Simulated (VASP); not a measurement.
A run of VASP 6.6.1 is set up as follows.

The input INCAR:

```
SYSTEM = PbF2
ALGO = Normal
EDIFF = 1E-6
ENCUT = 520
GGA = PE
ISIF = 2
ISMEAR = 0
LASPH = .TRUE.
LCHARG = .FALSE.
LREAL = .FALSE.
LWAVE = .FALSE.
NBANDS = 21
NELM = 80
PREC = Accurate
SIGMA = 0.02
```

The input KPOINTS:

```
k-points
0
G
  8 8 8
  0 0 0
```

Contents of POSCAR:

```
PbF2
1.0
    0.0000000000      3.0000716021      3.0000716021
    3.0000716021      0.0000000000      3.0000716021
    3.0000716021      3.0000716021      0.0000000000
Pb F
1 2
Direct
    0.0000000000      0.0000000000      0.0000000000
    0.2500000000      0.2500000000      0.2500000000
    0.7500000000      0.7500000000      0.7500000000
```

Potentials or basis: VASP PAW PBE potentials, release 64 (Pb_d, F).

Launch:

```console
$ cat potpaw_PBE.64/Pb_d/POTCAR potpaw_PBE.64/F/POTCAR > POTCAR
$ mpirun -np 1 vasp_std > vasp.out
```

Task: Predict the band gap on the k mesh.

Result: 4.42 eV, indirect (least direct gap 4.56 eV).

Task: Estimate the pressure.

Result: -0.2 GPa.

Caveat: spin-orbit coupling is left out, which moves the levels of the heavy elements. A k mesh can miss the band edges.
